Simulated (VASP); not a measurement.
A run of VASP 6.6.1 is set up as follows.

The input INCAR:

```
ALGO     = Normal         # electronic algorithm
EDIFF    = 1E-7           # SCF threshold, eV
ENCUT    = 520            # plane-wave cutoff, eV
GGA      = PS             # functional
ISIF     = 2              # what is computed and relaxed
ISMEAR   = 0              # smearing method
LASPH    = T              # aspherical terms in the spheres
LCHARG   = F              # write CHGCAR
LREAL    = F              # projectors in reciprocal space
LWAVE    = F              # write WAVECAR
NBANDS   = 14             # bands
NELM     = 60             # most SCF steps
PREC     = Accurate       # precision mode
SIGMA    = 0.02           # smearing width, eV
```

File KPOINTS:

```
k-points
0
Gamma
  8 8 8
```

File POSCAR:

```
NaCl
1.0
    0.0000000000      2.7437741046      2.7437741046
    2.7437741046      0.0000000000      2.7437741046
    2.7437741046      2.7437741046      0.0000000000
Na Cl
1 1
Direct
    0.0000000000      0.0000000000      0.0000000000
    0.5000000000      0.5000000000      0.5000000000
```

Potentials or basis: VASP PAW PBE potentials, release 64 (Na_pv, Cl).

Command:

```console
$ cat potpaw_PBE.64/Na_pv/POTCAR potpaw_PBE.64/Cl/POTCAR > POTCAR
$ mpirun -np 1 vasp_std > vasp.out
```

(1) Estimate the pressure.

(2) Predict the band gap on the k mesh.

## Answers

(1) 1.9 GPa.

(2) 5.25 eV, direct.

Caveat: the PAW data sets were made with another functional, which shifts forces and pressure a little.
